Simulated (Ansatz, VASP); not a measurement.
**Two plane-wave programs on As**

The input POSCAR:

```
As
1.0
    0.0000000000      2.2035342990      2.2035342990
    2.2035342990      0.0000000000      2.2035342990
    2.2035342990      2.2035342990      0.0000000000
As
1
Direct
    0.0000000000      0.0000000000      0.0000000000
```

Contents of INCAR.step1:

```
PREC     = Accurate       # precision mode
ENCUT    = 520            # plane-wave cutoff, eV
ISMEAR   = -1             # smearing method
SIGMA    = 0.1            # smearing width, eV
LREAL    = F              # projectors in reciprocal space
LASPH    = T              # aspherical terms in the spheres
NELM     = 80             # most SCF steps
NBANDS   = 8              # bands
GGA      = PE             # functional
ALGO     = Normal         # electronic algorithm
EDIFF    = 1E-4           # SCF threshold, eV
LWAVE    = T              # write WAVECAR
LCHARG   = F              # write CHGCAR
```

Contents of INCAR.step2:

```
PREC     = Accurate       # precision mode
ENCUT    = 520            # plane-wave cutoff, eV
EDIFF    = 1E-6           # SCF threshold, eV
ISMEAR   = -1             # smearing method
SIGMA    = 0.1            # smearing width, eV
LREAL    = F              # projectors in reciprocal space
LASPH    = T              # aspherical terms in the spheres
NELM     = 80             # most SCF steps
ALGO     = Normal         # electronic algorithm
ISIF     = 2              # what is computed and relaxed
LWAVE    = F              # write WAVECAR
LCHARG   = F              # write CHGCAR
METAGGA  = R2SCAN         # meta-GGA
LMIXTAU  = T            
NBANDS   = 8              # bands
ISTART   = 1
```

KPOINTS

```
Automatic mesh
0
Gamma
  14 14 14
```

Input for Ansatz:

```yaml
crystal:
  lattice:
    - [0.0, 2.203534299, 2.203534299]
    - [2.203534299, 0.0, 2.203534299]
    - [2.203534299, 2.203534299, 0.0]
  atoms:
    - { symbol: As, position: [0.0, 0.0, 0.0] }
hamiltonian:
  xc: r2scan
  pseudopotentials:
    kind: paw
    azcp:
      As: "pseudopotentials/As.paw.azcp"
basis:
  ecutwfc: 500
  fft_grid_basis: typed
kpoints:
  mp_grid: { grid: [14, 14, 14], shift: [0, 0, 0] }
magnetization:
  spin_polarized: false
scf:
  occupations: { method: fermi_dirac, width: 0.1 }
  lower_state_search: "off"
output:
  stress: true
```

Alike in both runs: task single point; functional r2SCAN; k mesh 14 × 14 × 14; occupations fermi-dirac, width 0.1 eV; no spin polarisation.

```csv
,VASP,Ansatz
version,VASP 6.6.1,Ansatz 0.2.0
potentials or method,"VASP PAW PBE potentials, release 64 (As), cutoff 520 eV","plane waves (500 eV) with PAW, scalar-relativistic"
valence electrons in the cell,5,15
```

```csv
,VASP,Ansatz,Ansatz less VASP
pressure (GPa),-7.4,-7.3,+0.12
```

VASP's potentials were made for PBE, not for r2SCAN. With one functional, cell and mesh, what is left measures potentials, basis and numerics. VASP's potentials hold 5 valence electrons a cell and Ansatz's 15, so a difference there can come from the potentials and not from the codes.
